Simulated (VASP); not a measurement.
Wanted: the native input for a VASP 6.6.1 run.

| Quantity | Value |
| --- | --- |
| Task | single point |
| Functional | r2SCAN0 |
| Potentials or basis | VASP PAW PBE potentials, release 64 (Ag) |
| Cutoff | 520 eV |
| k mesh | 6 × 6 × 6 |
| Occupations | fermi-dirac, width 0.05 eV |
| Spin | no spin polarisation |
| Dipole correction | no |
| Grid for exact exchange (PRECFOCK) | Normal |
| Further INCAR settings | ALGO = Normal; EDIFF = 1e-07; NBANDS = 12 |
| Share of exact exchange | 0.25 |

Ag:

```xyz
1
Lattice="0.0000 2.0427 2.0427 2.0427 0.0000 2.0427 2.0427 2.0427 0.0000" Properties=species:S:1:pos:R:3 pbc="T T T"
Ag    0.0000    0.0000    0.0000
```

One way to write it, as run:

POSCAR

```
Ag
1.0
    0.0000000000      2.0427500000      2.0427500000
    2.0427500000      0.0000000000      2.0427500000
    2.0427500000      2.0427500000      0.0000000000
Ag
1
Direct
    0.0000000000      0.0000000000      0.0000000000
```

INCAR.step1

```
ALGO = Normal
EDIFF = 1E-5
ENCUT = 520
GGA = PE
ISIF = 2
ISMEAR = -1
LASPH = True
LCHARG = False
LREAL = False
LWAVE = True
NBANDS = 12
NELM = 60
PREC = Accurate
SIGMA = 0.05
```

INCAR.step2

```
AEXX = 0.25
ALGO = Normal
EDIFF = 1E-7
ENCUT = 520
ISIF = 2
ISMEAR = -1
ISTART = 1
LASPH = True
LCHARG = False
LHFCALC = True
LMIXTAU = True
LREAL = False
LWAVE = False
METAGGA = R2SCAN
NBANDS = 12
NELM = 60
PREC = Accurate
PRECFOCK = Normal
SIGMA = 0.05
```

KPOINTS

```
k-points
0
Gamma
  6 6 6
```

Potentials or basis: VASP PAW PBE potentials, release 64 (Ag).

Command:

```bash
$ cat potpaw_PBE.64/Ag/POTCAR > POTCAR
$ cp INCAR.step1 INCAR
$ mpirun -np 1 vasp_std > vasp.out
$ cp INCAR.step2 INCAR
$ mpirun -np 1 vasp_std > vasp.out
```

Results of the run:

The pressure is 3.1 GPa. The band gap on the k mesh is zero (an odd number of electrons rules out a gap without spin polarisation).

Caveat: the k points lie up to 0.44 Å⁻¹ apart, too coarse for converged energies and pressures of a metal; the PAW data sets were made with another functional, which shifts forces and pressure a little.

Run time: 16 min on 1 thread of Intel(R) Xeon(R) Platinum 8488C (Sapphire Rapids), on a shared host, peak memory 0.16 GiB.
